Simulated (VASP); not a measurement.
# Be16H (a cell with a defect) in VASP: further runs

Runs on Be16H (a cell with a defect). Level: PBE. Tasks: single point.

All numbers are computed with VASP 6.6.1; they aren't measurements. Logs are shortened: lines on timing, memory, paths and dates and some standing lists are left out, and cuts for length are marked.

## Step 1: The cell of the first run

The cell holds a defect, 17 atoms: a = 4.580 Å, b = 3.966 Å, c = 7.177 Å, α = 90.00°, β = 90.00°, γ = 90.00°.

## Step 2: Single point, PBE

INCAR reads:

```
PREC = Accurate
ENCUT = 520
EDIFF = 1E-7
ISMEAR = -1
SIGMA = 0.15
LREAL = Auto
LASPH = T
NELM = 100
ALGO = Normal
ISIF = 2
LWAVE = F
LCHARG = F
GGA = PE
NBANDS = 30
```

KPOINTS reads:

```
Automatic mesh
0
Gamma
  5 5 3
```

POSCAR reads:

```
Be16H
1.0
   -2.2900000000     -3.9663960000      0.0000000000
    3.4350000000     -1.9831980000      0.0000000000
    0.0000000000      0.0000000000      7.1768600000
Be H
16 1
Direct
    0.7497050241      0.4986158676      0.0024021647
    0.4999847874      0.3346798146      0.2501952107
    0.7497892639      0.4995602370      0.4991347191
    0.5102542680      0.3394469501      0.7461485942
    0.5063285682     -0.0063204014      0.0056023108
    0.2497795001      0.8385368429      0.2526514381
    0.5009196232     -0.0012422308      0.4993342492
    0.2498698983      0.8253618827      0.7466694348
    0.2499013543      0.5104186612      0.0042514414
   -0.0005265245      0.3345820259      0.2502244714
    0.2498708209      0.5005261076      0.4965863901
   -0.0106583784      0.3389532208      0.7461803630
   -0.0066770820     -0.0061471667      0.0057225583
    0.7497034646      0.8294951773      0.2548021001
   -0.0013779416     -0.0011716117      0.4992022974
    0.7496008884      0.8312200974      0.7514482657
    0.2500589555      0.1763662323      0.8342093896
```

Potentials or basis: VASP PAW PBE potentials, release 64 (Be, H).

The run is started by

```sh
$ cat potpaw_PBE.64/Be/POTCAR potpaw_PBE.64/H/POTCAR > POTCAR
$ mpirun -np 1 vasp_std > vasp.out
```

OUTCAR:

```text
PREC = Accurate
   ENCUT = 520
   EDIFF = 1E-7
   ISMEAR = -1
   LREAL = Auto
   LASPH = T
   NELM = 100
   ISIF = 2
   GGA = PE

 ion  position               nearest neighbor table
   1  0.750  0.499  0.002-   2 2.21  10 2.21   4 2.23  16 2.23  12 2.23  14 2.24   5 2.26  13 2.26
                             9 2.29   9 2.29  13 2.29   5 2.29
   2  0.500  0.335  0.250-  11 2.21   1 2.21   5 2.22   9 2.22   3 2.22   7 2.23  14 2.27   6 2.28
                            10 2.29  10 2.29   6 2.30  14 2.31
   3  0.750  0.500  0.499-   4 2.18  12 2.18  14 2.19  10 2.22   2 2.22  16 2.24   7 2.28  15 2.28
                            11 2.29  15 2.29   7 2.29  11 2.29
   4  0.510  0.339  0.746-  17 1.50   3 2.18  12 2.19   7 2.23   1 2.23  16 2.24  11 2.24   8 2.27
                            16 2.29   9 2.30   5 2.31   8 2.36  12 2.39
   5  0.506  0.994  0.006-  14 2.21   6 2.21   2 2.22  13 2.23  16 2.23   9 2.25   1 2.26   1 2.29
                             8 2.30   4 2.31  13 2.35   9 2.36
   6  0.250  0.839  0.253-  15 2.20   7 2.20  11 2.21   9 2.21  13 2.21   5 2.21  10 2.28   2 2.28
                            14 2.29  14 2.29   2 2.30  10 2.30
   7  0.501  0.999  0.499-  14 2.20   6 2.20   8 2.22   4 2.23   2 2.23  16 2.24  15 2.28   3 2.28
                            11 2.29   3 2.29  11 2.30  15 2.30
   8  0.250  0.825  0.747-  17 1.53  11 2.21   7 2.22  15 2.23   9 2.23   4 2.27  12 2.27  16 2.29
                            16 2.29   5 2.30  13 2.30  12 2.36   4 2.36
   9  0.250  0.510  0.004-   6 2.21   2 2.22  10 2.22   8 2.23   5 2.25  13 2.25   1 2.29   1 2.29
                             4 2.30  12 2.31  13 2.36   5 2.36
  10  0.999  0.335  0.250-  11 2.21   1 2.21  13 2.22   9 2.22   3 2.22  15 2.23  14 2.27   6 2.28
                             2 2.29   2 2.29   6 2.30  14 2.31
  11  0.250  0.501  0.497-   6 2.21   2 2.21  10 2.21   8 2.21   4 2.24  12 2.25   7 2.29  15 2.29
                             3 2.29   3 2.29   7 2.30  15 2.30
  12  0.989  0.339  0.746-  17 1.50   3 2.18   4 2.19  15 2.23   1 2.23  16 2.24  11 2.25   8 2.27
                            16 2.29   9 2.31  13 2.31   8 2.36   4 2.39
  13  0.993  0.994  0.006-  14 2.21   6 2.21  10 2.22   5 2.23  16 2.23   9 2.25   1 2.26   1 2.29
                             8 2.30  12 2.31   5 2.35   9 2.36
  14  0.750  0.829  0.255-   3 2.19  15 2.20   7 2.20   5 2.21  13 2.21   1 2.24   2 2.27  10 2.27
                             6 2.29   6 2.29  10 2.31   2 2.31
  15  0.999  0.999  0.499-  14 2.20   6 2.20   8 2.23  12 2.23  10 2.23  16 2.24   7 2.28   3 2.28
                            11 2.29   3 2.29  11 2.30   7 2.30
  16  0.750  0.831  0.751-   5 2.23   1 2.23  13 2.23   4 2.24   3 2.24   7 2.24  12 2.24  15 2.24
                             8 2.29   8 2.29  12 2.29   4 2.29
  17  0.250  0.176  0.834-   4 1.50  12 1.50   8 1.53

  LATTYP: Found a simple orthorhombic cell.
 ALAT       =     3.9663962620
 B/A-ratio  =     1.1547004875
 C/A-ratio  =     1.8094157835

  Lattice vectors:

 A1 = (  -3.4350000000,   1.9831980000,   0.0000000000)
 A2 = (  -2.2900000000,  -3.9663960000,   0.0000000000)
 A3 = (   0.0000000000,   0.0000000000,   7.1768600000)

Analysis of symmetry for initial positions (statically):
=====================================================================
 Subroutine PRICEL returns:
 Original cell was already a primitive cell.

 Routine SETGRP: Setting up the symmetry group for a
 simple orthorhombic supercell.

 Subroutine GETGRP returns: Found  1 space group operations
 (whereof  1 operations were pure point group operations)
 out of a pool of  8 trial point group operations.

The static configuration has the point symmetry C_1 .

Analysis of symmetry for dynamics (positions and initial velocities):
=====================================================================
 Subroutine PRICEL returns:
 Original cell was already a primitive cell.

 Routine SETGRP: Setting up the symmetry group for a
 simple orthorhombic supercell.

 Subroutine GETGRP returns: Found  1 space group operations
 (whereof  1 operations were pure point group operations)
 out of a pool of  8 trial point group operations.

The dynamic configuration has the point symmetry C_1 .

 Subroutine INISYM returns: Found  1 space group operations
 (whereof  1 operations are pure point group operations),
 and found     1 'primitive' translations

----------------------------------------------------------------------------------------

                                     Primitive cell

  volume of cell :     130.3755

  direct lattice vectors                    reciprocal lattice vectors
    -2.290000000 -3.966396000  0.000000000    -0.109170306 -0.189088533  0.000000000
     3.435000000 -1.983198000  0.000000000     0.218340611 -0.126059022  0.000000000
     0.000000000  0.000000000  7.176860000     0.000000000  0.000000000  0.139336702

  length of vectors
     4.579999697  3.966396262  7.176860000     0.218340626  0.252118027  0.139336702

  position of ions in fractional coordinates (direct lattice)
     0.749705024  0.498615868  0.002402165
     0.499984787  0.334679815  0.250195211
     0.749789264  0.499560237  0.499134719
     0.510254268  0.339446950  0.746148594
     0.506328568  0.993679599  0.005602311
     0.249779500  0.838536843  0.252651438
[... 9 lines left out ...]
     0.749600888  0.831220097  0.751448266
     0.250058956  0.176366232  0.834209390

  ion indices of the primitive-cell ions
   primitive index   ion index
                 1           1
                 2           2
                 3           3
                 4           4
                 5           5
                 6           6
[... 9 lines left out ...]
                16          16
                17          17

----------------------------------------------------------------------------------------

 KPOINTS: Automatic mesh

Automatic generation of k-mesh.
 Grid dimensions read from file:
 generate k-points for:    5    5    3

 Generating k-lattice:

  Cartesian coordinates                     Fractional coordinates (reciprocal lattice)
    -0.021834061 -0.037817707  0.000000000     0.200000000  0.000000000  0.000000000
     0.043668122 -0.025211804  0.000000000     0.000000000  0.200000000  0.000000000
     0.000000000  0.000000000  0.046445567     0.000000000  0.000000000  0.333333333

  Length of vectors
     0.043668125  0.050423605  0.046445567

  Shift w.r.t. Gamma in fractional coordinates (k-lattice)
     0.000000000  0.000000000  0.000000000

 Subroutine IBZKPT returns following result:
 ===========================================

 Found     38 irreducible k-points:

 Following reciprocal coordinates:
            Coordinates               Weight
  0.000000  0.000000  0.000000      1.000000
  0.200000  0.000000  0.000000      2.000000
  0.400000  0.000000  0.000000      2.000000
  0.000000  0.200000  0.000000      2.000000
  0.200000  0.200000  0.000000      2.000000
 -0.200000  0.200000  0.000000      2.000000
[... 16 lines left out ...]
  0.200000 -0.200000 -0.333333      2.000000
 -0.200000 -0.200000  0.333333      2.000000
 [... further k-points ...]
   k-points           NKPTS =     38   k-points in BZ     NKDIM =     38   number of bands    NBANDS=     30
   number of dos      NEDOS =    301   number of ions     NIONS =     17
   total plane-waves  NPLWV =  58320
   dimension x,y,z NGX =    36 NGY =   30 NGZ =   54
   dimension x,y,z NGXF=    72 NGYF=   60 NGZF=  108
   ions per type =              16   1
   NGX,Y,Z   is equivalent  to a cutoff of  13.07, 12.57, 12.51 a.u.
   NGXF,Y,Z  is equivalent  to a cutoff of  26.13, 25.15, 25.02 a.u.
 SYSTEM =  unknown system
   PREC   = accura    normal or accurate (medium, high low for compatibility)
   ISTART =      0    job   : 0-new  1-cont  2-samecut
   ICHARG =      2    charge: 1-file 2-atom 10-const
   ISPIN  =      1    spin polarized calculation?
   LNONCOLLINEAR =      F non collinear calculations
   LSORBIT =      F    spin-orbit coupling
   LASPH  =      T    aspherical Exc in radial PAW
   ENCUT  =  520.0 eV  38.22 Ry    6.18 a.u.   8.52  7.37 13.34*2*pi/ulx,y,z
   NELM   =    100;   NELMIN=  2; NELMDL= -5     # of ELM steps
   EDIFF  = 0.1E-06   stopping-criterion for ELM
   LREAL  =      T    real-space projection
   EDIFFG = 0.1E-05   stopping-criterion for IOM
   NSW    =      0    number of steps for IOM
   IBRION =     -1    ionic relax: 0-MD 1-quasi-New 2-CG
   NFREE  =      0    steps in history (QN), initial steepest desc. (CG)
   ISIF   =      2    stress and relaxation
   ISYM   =      2    0-nonsym 1-usesym 2-fastsym
   POTIM  = 0.5000    time-step for ionic-motion
   TEBEG  =    0.0;   TEEND  =   0.0 temperature during run
   PSTRESS=    0.0 pullay stress
   NELECT =      33.0000    total number of electrons
   NUPDOWN=      -1.0000    fix difference up-down
   EMIN   =  10.00;   EMAX   =-10.00  energy-range for DOS
   EFERMI =   0.00;   METHOD = LEGACY
   ISMEAR =    -1;   SIGMA  =   0.15  broadening in eV -4-tet -1-fermi 0-gaus
   EFERMI_NEDOS =   21; number of points for ismear=-14 and -15
   IALGO  =     38    algorithm
   IMIX   =      4    mixing-type and parameters
     AMIX     =   0.40;   BMIX     =  1.00
     AMIX_MAG =   1.60;   BMIX_MAG =  1.00
  volume/ion in A,a.u.               =       7.67        51.75
  Fermi-wavevector in a.u.,A,eV,Ry     =   1.035573  1.956950 14.591049  1.072412
  Thomas-Fermi vector in A             =   2.169923
   LORBIT       =      0    0 simple, 1 ext, 2 COOP (PROOUT), +10 PAW based schemes
   GGA     = PE    functional components
   LHFCALC =     F    Hartree Fock is set to
   AEXX    =    0.0000 exact exchange contribution
   IVDW    =     0    specifies the selected vdW correction
   LEPSILON=     F    determine dielectric tensor
   LRPA    =     F    only Hartree local field effects (RPA)
 non-spin polarized calculation
  energy-cutoff  :      520.00
  volume of cell :      130.38
 maximum number of plane-waves:      3529
 NGX is ok and might be reduce to    36
   NGX = 17   NGY = 15   NGZ = 27

 number of electron      33.0000000 magnetization

 Free energy of the ion-electron system (eV)
  ---------------------------------------------------
  ext. energy  EPLUGINS =         0.00000000
  ---------------------------------------------------
  free energy    TOTEN  =       -61.70944101 eV

  energy without entropy =      -61.56222657  energy(sigma->0) =      -61.63583379

 E-fermi :   7.3191     XC(G=0): -10.5838

 val. band max:        7.3146324335   @ k =   0.4000   0.2000   0.3333
 cond. band min:       7.3258467732   @ k =   0.4000   0.0000   0.0000
 fundamental gap:      0.0112143398
 Fermi energy:         7.3190648939

 k-point     1 :       0.0000    0.0000    0.0000
  band No.  band energies     occupation
      1      -5.1271      2.00000
      2      -2.9961      2.00000
      3      -2.1818      2.00000
      4      -0.2200      2.00000
      5       0.9699      2.00000
      6       1.5377      2.00000
[... 20 lines left out ...]
     27      10.3379      0.00000
     28      10.3667      0.00000

 k-point     2 :       0.2000    0.0000    0.0000
  band No.  band energies     occupation
      1      -4.9616      2.00000
      2      -2.8672      2.00000
      3      -1.9661      2.00000
      4      -1.2238      2.00000
      5       0.4574      2.00000
      6       1.1982      2.00000
[... 674 lines left out ...]
 k-point    24 :      -0.2000   -0.2000    0.3333
  band No.  band energies     occupation
      1      -4.6491      2.00000
      2      -3.1216      2.00000
      3      -1.4509      2.00000
      4      -0.2333      2.00000
      5       0.1262      2.00000
      6       0.4416      2.00000
[... 20 lines left out ...]
     27      12.0378      0.00000
     28      12.5893      0.00000

 [... further k-points ...]

 [bands above 28 left out]

------------------------ aborting loop because EDIFF is reached ----------------------------------------

  FORCE on cell =-STRESS in cart. coord.  units (eV):
  Direction    XX          YY          ZZ          XY          YZ          ZX
  --------------------------------------------------------------------------------------
  -------------------------------------------------------------------------------------
  Total        0.2811537      1.1400479     -0.2105555      0.7498570      0.0789090     -0.1321085
  in kB        3.4550823     14.0099845     -2.5875048      9.2149503      0.9697083     -1.6234743
  external PRESSURE =       4.9591873 kB  Pullay stress =       0.0000000 kB

 VOLUME and BASIS-vectors are now :
 -----------------------------------------------------------------------------
  energy-cutoff  :      520.00
  volume of cell :      130.38
      direct lattice vectors                 reciprocal lattice vectors
    -2.290000000 -3.966396000  0.000000000    -0.109170306 -0.189088533  0.000000000
     3.435000000 -1.983198000  0.000000000     0.218340611 -0.126059022  0.000000000
     0.000000000  0.000000000  7.176860000     0.000000000  0.000000000  0.139336702

 POSITION                                       TOTAL-FORCE (eV/Angst)
 -----------------------------------------------------------------------------------
     -0.00408     -3.96248      0.01724         0.007483     -0.011050     -0.033772
      0.00466     -2.64687      1.79562        -0.005370     -0.002578     -0.048848
     -0.00103     -3.96469      3.58222         0.008090     -0.006468     -0.056761
     -0.00248     -2.69706      5.35500        -0.002267      0.044237     -0.072174
      2.25380     -3.97896      0.04021        -0.018647     -0.007799     -0.059233
      2.30838     -2.65371      1.81324         0.005769     -0.003556     -0.034707
[... 9 lines left out ...]
      1.13866     -4.62169      5.39304        -0.001507     -0.012212     -0.034382
      0.03318     -1.34160      5.98700         0.007559      0.000242      0.709362
 -----------------------------------------------------------------------------------
    total drift:                               -0.001226     -0.000006      0.001931

  FREE ENERGIE OF THE ION-ELECTRON SYSTEM (eV)
  ---------------------------------------------------
  free  energy   TOTEN  =       -61.7094410095 eV

  energy  without entropy=      -61.5622265698  energy(sigma->0) =      -61.63583379
```

Wall time 3.4 min (1 thread of Intel Xeon Platinum 8259CL at 2.50GHz (Skylake/Cascade Lake), shared host); peak memory 0.27 GiB.

Results:

```yaml
Free_energy: -61.7094 eV
Pressure: 0.5 GPa
Largest_force: 0.709 eV/Å
Band_gap_on_the_k_mesh: zero (an odd number of electrons rules out a gap without spin polarisation)
```

Forces in eV/Å, atoms in the order of the input:
```
Be   0.007 -0.011 -0.034
Be  -0.005 -0.003 -0.049
Be   0.008 -0.006 -0.057
Be  -0.002  0.044 -0.072
Be  -0.019 -0.008 -0.059
Be   0.006 -0.004 -0.035
Be   0.017  0.003 -0.004
Be   0.050 -0.020 -0.066
Be   0.001  0.006 -0.075
Be   0.003  0.000 -0.050
Be  -0.031  0.023 -0.018
Be  -0.030 -0.026 -0.072
Be  -0.008  0.027 -0.068
Be  -0.006  0.001 -0.025
Be   0.001 -0.014  0.007
Be  -0.002 -0.012 -0.034
H    0.008  0.000  0.709
```

(Continued in part 2 of 2.)
